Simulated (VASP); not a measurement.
A run of VASP 6.6.1 is set up as follows.

The input POSCAR:

```
Ge
1.0
   -2.5744897190      2.5744897190      1.3974126432
    2.5744897190     -2.5744897190      1.3974126432
    2.5744897190      2.5744897190     -1.3974126432
Ge
2
Direct
    0.2500000000      0.7500000000      0.5000000000
    0.5000000000      0.5000000000      0.0000000000
```

The input INCAR.step1:

```
PREC = Accurate ; ENCUT = 600
ISMEAR = 0 ; SIGMA = 0.1
LREAL = False ; LASPH = True
NELM = 60 ; GGA = PE
ALGO = Normal ; EDIFF = 1E-4
LWAVE = True ; LCHARG = False
```

INCAR.step2

```
PREC = Accurate ; ENCUT = 600
EDIFF = 1E-6 ; ISMEAR = 0
SIGMA = 0.1 ; LREAL = False
LASPH = True ; NELM = 60
ALGO = Normal ; ISIF = 3
LWAVE = False ; LCHARG = False
METAGGA = R2SCAN ; LMIXTAU = True
IBRION = 2 ; NSW = 80
EDIFFG = -0.05 ; PSTRESS = 133.0
ISTART = 1
```

Contents of KPOINTS:

```
regular mesh
0
Gamma
  8 8 8
```

Potentials or basis: VASP PAW PBE potentials, release 64 (Ge_d).

Command:

```bash
$ cat potpaw_PBE.64/Ge_d/POTCAR > POTCAR
$ cp INCAR.step1 INCAR
$ mpirun -np 1 vasp_std > vasp.out
$ cp INCAR.step2 INCAR
$ mpirun -np 1 vasp_std > vasp.out
```

Task: Predict the space group after relaxing (to 0.1 Å).

Result: I4_1/amd (No. 141).

Task: Predict the band gap on the k mesh.

Result: Zero (bands 14 and 15 overlap by 5.70 eV).

Final structure:
```xyz
2
Lattice="-2.4349 2.4349 1.3832 2.4349 -2.4349 1.3832 2.4349 2.4349 -1.3832" Properties=species:S:1:pos:R:3 pbc="T T T"
Ge    2.4349    0.0000    0.6916
Ge    0.0000    0.0000    1.3832
```

Caveat: the cell is relaxed towards a set pressure, so the run minimises the enthalpy, not the energy.
